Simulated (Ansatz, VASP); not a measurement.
## C in VASP and in Ansatz

```xyz
2
Lattice="0.0000 2.1270 3.3480 1.2280 0.0000 3.3480 1.2280 2.1270 0.0000" Properties=species:S:1:pos:R:3 pbc="T T T"
C     1.2280    0.7090    3.3480
C     1.2280    3.5450    3.3480
```

Alike in both runs: task relaxation of cell and atoms; functional PBEsol; k mesh 15 × 15 × 15; occupations gaussian, width 0.15 eV; no spin polarisation.

|  | VASP | Ansatz |
| --- | --- | --- |
| version | VASP 6.6.1 | Ansatz 0.2.0 |
| potentials or method | VASP PAW PBE potentials, release 64 (C), cutoff 600 eV | plane waves, PAW |
| valence electrons in the cell | 8 | 8 |

```csv
,VASP,Ansatz,Ansatz less VASP
relaxed volume (Å³/atom),9.33,9.55,+0.227
relaxed cell length with the largest relative difference (Å),3.766,3.851,+0.0849
```

VASP's potentials were made for PBE, not for PBEsol. Ansatz's warnings: stress scf threshold loose.
